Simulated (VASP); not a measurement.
A run of VASP 6.6.1:

INCAR

```
SYSTEM = ZnGa3
  ALGO = Normal
  EDIFF = 1E-6
  ENCUT = 520
  GGA = PS
  ISIF = 2
  ISMEAR = -1
  LASPH = .TRUE.
  LCHARG = .FALSE.
  LREAL = .FALSE.
  LWAVE = .FALSE.
  NBANDS = 34
  NELM = 80
  PREC = Accurate
  SIGMA = 0.1
```

KPOINTS

```
k-points
0
G
  6 6 6
  0 0 0
```

POSCAR

```
ZnGa3
1.0
    4.0708620000      0.0000000000      0.0000000000
    0.0000000000      4.0708620000      0.0000000000
    0.0000000000      0.0000000000      4.0708620000
Zn Ga
1 3
Direct
    0.0000000000      0.0000000000      0.0000000000
    0.0000000000      0.5000000000      0.5000000000
    0.5000000000      0.0000000000      0.5000000000
    0.5000000000      0.5000000000      0.0000000000
```

Potentials or basis: VASP PAW PBE potentials, release 64 (Zn, Ga_d).

The run is started by

```sh
$ cat potpaw_PBE.64/Zn/POTCAR potpaw_PBE.64/Ga_d/POTCAR > POTCAR
$ mpirun -np 1 vasp_std > vasp.out
```

Hardware: 1 thread of Intel Xeon 8259CL (shared host).

Estimate the wall time of this run.

Run time: 74 s on 1 thread of Intel Xeon 8259CL, on a shared host, peak memory 0.19 GiB. Counts: scf iterations 13, k points 20.
